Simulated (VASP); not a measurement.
Write the native input for VASP 6.6.1 that does the following.

```
Task                   : single point
Functional             : PBE
Potentials or basis    : VASP PAW PBE potentials, release 64 (Zn, S, O)
Cutoff                 : 520 eV
k mesh                 : 4 × 4 × 4
Occupations            : gaussian, width 0.1 eV
Spin                   : no spin polarisation
Dipole correction      : no
Further INCAR settings : ALGO = Normal; EDIFF = 1e-06; NBANDS = 56
```

The structure of Zn5S3O2 lies in POSCAR:

```
Zn5S3O2
1.0
   -3.6293698000      0.0000000000      0.0000000000
    0.0000000000      0.0000000000      5.0416618000
    1.8146849000      9.0889086000     -2.5208309000
Zn S O
5 3 2
Direct
    0.6856800000      0.7820420000      0.3713600000
    0.3143200000      0.4106820000      0.6286400000
    0.9002200000      0.0691250000      0.8004400000
    0.5000000000      0.5887140000      0.0000000000
    0.0997800000      0.2686850000      0.1995600000
    0.8010760000      0.6793160000      0.6021520000
    0.0000000000      0.8774360000      0.0000000000
    0.1989240000      0.0771640000      0.3978480000
    0.4053800000      0.2788010000      0.8107600000
    0.5946200000      0.4680410000      0.1892400000
```

These files were run (other wordings do the same):

INCAR

```
SYSTEM = Zn5S3O2
  PREC = Accurate
  ENCUT = 520
  EDIFF = 1E-6
  ISMEAR = 0
  SIGMA = 0.1
  LREAL = .FALSE.
  LASPH = .TRUE.
  NELM = 60
  ALGO = Normal
  ISIF = 2
  LWAVE = .FALSE.
  LCHARG = .TRUE.
  GGA = PE
  LELF = .TRUE.
  LVHAR = .TRUE.
  NBANDS = 56
```

KPOINTS

```
Automatic mesh
0
G
  4 4 4
  0 0 0
```

Potentials or basis: VASP PAW PBE potentials, release 64 (Zn, S, O).

Run with:

```sh
$ cat potpaw_PBE.64/Zn/POTCAR potpaw_PBE.64/S/POTCAR potpaw_PBE.64/O/POTCAR > POTCAR
$ mpirun -np 1 vasp_std > vasp.out
```

It gave:

```yaml
Pressure: 0.4 GPa
Largest_force: 0.045 eV/Å
Band_gap_on_the_k_mesh: 0.69 eV, indirect (the least direct gap lies 3.5 meV higher)
```

Caveat: the k points lie up to 0.44 Å⁻¹ apart.

Wall time 3.8 min on 1 thread of Intel(R) Xeon(R) Platinum 8259CL CPU @ 2.50GHz (Skylake/Cascade Lake), with other jobs on the host, peak memory 0.34 GiB.
